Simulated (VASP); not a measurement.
Runs of VASP 6.6.1 on SnTe. The structure is that of space group P4/mmm (No. 123), or close to it. The cells are those of the table. The cell was generated, and may not be a known phase.

```tsv
task	cell	k mesh	cutoff (eV)	gap on the mesh (eV)	pressure (GPa)
single point	a = 3.139, b = 3.139, c = 6.416 Å, 2 atoms	6 × 6 × 4	520	none	-0.1
single point	a = 3.146, b = 3.146, c = 6.354 Å, 2 atoms	18 × 18 × 10	520	none	0.0
relaxation of cell and atoms	relaxed from a = 3.619, b = 3.619, c = 4.851 Å, 2 atoms	6 × 6 × 4	600	none	0.0
single point	a = 3.619, b = 3.619, c = 4.851 Å, 2 atoms	6 × 6 × 4	520	none	(a)
```

Alike in all rows: level PBE; potentials or basis VASP PAW PBE potentials, release 64 (Sn_d, Te); no spin polarisation; smearing gaussian 0.1 eV.

Problem. Estimate the missing entries.

Solution. (a) 21.9.

Caveats: spin-orbit coupling is left out, which moves the levels of the heavy elements; a cell axis changed by over 15 % at a fixed basis, so the end point is rough (at least some runs); the stress differs along the axes, from -0 to 66 GPa (at least some runs).

A k mesh can miss the band edges, and the runs leave out spin-orbit coupling on Sn, Te.

A gap of «none» marks levels without a gap at the run's occupations.
